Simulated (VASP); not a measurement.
# SiC: single point with r2SCAN

The system is SiC.

```
Si C
1.0
     3.07536    0.00000    0.00000
    -1.53768    2.66334    0.00000
     0.00000    0.00000    5.04811
Si C
2 2
Direct
  0.33333 0.66667 0.49959
  0.66667 0.33333 0.99959
  0.33333 0.66667 0.87541
  0.66667 0.33333 0.37541
```

```
Program             : VASP 6.6.1
Task                : single point
Functional          : r2SCAN
Potentials or basis : VASP PAW PBE potentials, release 64 (Si, C)
Cutoff              : 520 eV
k mesh              : 6 × 6 × 4
Occupations         : gaussian, width 0.01 eV
Spin                : no spin polarisation
```

- Pressure: -0.2 GPa
- Largest force: 0.006 eV/Å
- Band gap on the k mesh: 2.66 eV, indirect (least direct gap 4.48 eV)

Forces on the atoms (eV/Å):
```
Si   0.000  0.000 -0.006
Si   0.000  0.000 -0.006
C    0.000  0.000  0.006
C    0.000  0.000  0.006
```

Stress tensor (GPa, compression positive):
```
-0.15  0.00  0.00
 0.00 -0.15  0.00
 0.00  0.00 -0.26
```

Levels at points of the mesh, in eV from the valence-band top:
| k point | band 5 | band 6 | band 7 | band 8 | band 9 | band 10 | band 11 | band 12 |
| --- | --- | --- | --- | --- | --- | --- | --- | --- |
| (0.00, 0.00, 0.00) | -1.39 | -0.11 | 0.00 | 0.00 | 5.38 | 6.78 | 7.19 | 7.19 |
| (0.50, 0.00, 0.00) | -5.62 | -3.48 | -3.36 | -1.26 | 3.23 | 4.66 | 7.47 | 7.64 |
| (0.00, 0.00, 0.50) | -0.75 | -0.75 | -0.75 | -0.75 | 6.50 | 6.50 | 7.89 | 7.89 |
| (0.50, 0.00, 0.50) | -2.56 | -2.56 | -2.44 | -2.44 | 3.72 | 3.72 | 5.79 | 5.79 |

Run time: 62 s on 1 thread of AMD EPYC 7R13 Processor (Zen 3), on a shared host, peak memory 0.13 GiB.

Caveat: the PAW data sets were made with another functional, which shifts forces and pressure a little. A k mesh can miss the band edges.
